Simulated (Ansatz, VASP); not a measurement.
# ZnO in VASP and in Ansatz

```
CELL_PARAMETERS angstrom
3.25000 0.00000 0.00000
-1.62500 2.81458 0.00000
0.00000 0.00000 5.20500
ATOMIC_POSITIONS crystal
Zn 0.33333 0.66667 0.00000
Zn 0.66667 0.33333 0.50000
O 0.33333 0.66667 0.50000
O 0.66667 0.33333 0.00000
```

Alike in both runs: task relaxation of cell and atoms; functional PBE; k mesh 9 × 9 × 4; occupations gaussian, width 0.1 eV; no spin polarisation.

|  | VASP | Ansatz |
| --- | --- | --- |
| version | VASP 6.6.1 | Ansatz 0.2.0 |
| potentials or method | VASP PAW PBE potentials, release 64 (Zn, O), cutoff 600 eV | scalar-relativistic, plane waves, PAW |
| valence electrons in the cell | 36 | 36 |

```csv
,VASP,Ansatz,Ansatz less VASP
"gap on the k mesh at the Fermi level, each at its own relaxed structure (eV)",0.90,0.95,+0.047
relaxed volume (Å³/atom),11.86,11.86,+0.001
relaxed cell length with the largest relative difference (Å),4.577,4.617,+0.0400
```
